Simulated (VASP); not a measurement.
## Mo3H: single point with PBE

Mo3H:

```
CELL_PARAMETERS angstrom
1.43600 -2.48722 0.00000
-4.30799 -2.48722 0.00000
0.00000 0.00000 -7.00030
ATOMIC_POSITIONS crystal
H 0.50000 0.50000 0.50000
H 0.00000 0.00000 0.50000
Mo 0.00000 0.66667 0.32715
Mo 0.50000 0.16667 0.32715
Mo 0.50000 0.83333 0.67285
Mo 0.00000 0.33333 0.67285
Mo 0.00000 0.00000 0.00000
Mo 0.50000 0.50000 0.00000
```

| Quantity | Value |
| --- | --- |
| Program | VASP 6.6.1 |
| Task | single point |
| Functional | PBE |
| Potentials or basis | VASP PAW PBE potentials, release 64 (H, Mo_sv) |
| Cutoff | 520 eV |
| k mesh | 8 × 4 × 4 |
| Occupations | gaussian, width 0.2 eV |
| Spin | no spin polarisation |

```json
{
 "Pressure": "0.4 GPa",
 "Largest force": "0.034 eV/Å",
 "Band gap on the k mesh": "zero (bands 43 and 44 overlap by 1.19 eV)"
}
```

Forces on the atoms (eV/Å):
```
H    0.000  0.000  0.000
H    0.000  0.000  0.000
Mo   0.014  0.008  0.030
Mo   0.014  0.008  0.030
Mo  -0.014 -0.008 -0.030
Mo  -0.014 -0.008 -0.030
Mo   0.000  0.000  0.000
Mo   0.000  0.000  0.000
```

Stress tensor (GPa, compression positive):
```
 0.74  0.14 -0.08
 0.14  0.58 -0.05
-0.08 -0.05 -0.23
```

Levels at points of the mesh, in eV from the Fermi level:
| k point | band 39 | band 40 | band 41 | band 42 | band 43 | band 44 | band 45 | band 46 | band 47 | band 48 |
| --- | --- | --- | --- | --- | --- | --- | --- | --- | --- | --- |
| (0.00, 0.00, 0.00) | -0.67 | -0.67 | -0.61 | -0.61 | -0.53 | -0.32 | -0.31 | -0.16 | 1.72 | 1.72 |
| (0.50, 0.00, 0.00) | -0.87 | -0.87 | -0.72 | -0.72 | 0.32 | 0.32 | 1.22 | 1.22 | 1.41 | 1.41 |
| (0.00, 0.50, 0.00) | -0.69 | -0.69 | -0.39 | -0.39 | -0.26 | -0.26 | 0.26 | 0.26 | 1.13 | 1.13 |
| (0.50, 0.50, 0.00) | -0.53 | -0.53 | -0.32 | -0.32 | -0.16 | -0.16 | 3.41 | 3.41 | 3.60 | 3.60 |
| (0.00, 0.00, 0.50) | -0.49 | -0.49 | -0.40 | -0.40 | -0.13 | 0.03 | 0.28 | 0.60 | 1.42 | 1.42 |
| (0.50, 0.00, 0.50) | -1.30 | -1.30 | -1.21 | -1.21 | 0.37 | 0.37 | 0.73 | 0.73 | 1.05 | 1.05 |
| (0.00, 0.50, 0.50) | -0.58 | -0.58 | -0.42 | -0.42 | -0.14 | -0.14 | 0.51 | 0.51 | 1.03 | 1.03 |
| (0.50, 0.50, 0.50) | -0.13 | -0.13 | 0.28 | 0.28 | 0.61 | 0.61 | 1.95 | 1.95 | 2.16 | 2.16 |

Run time: 6.1 min on 1 thread of Intel Xeon 8259CL, with other jobs on the host, peak memory 0.34 GiB.
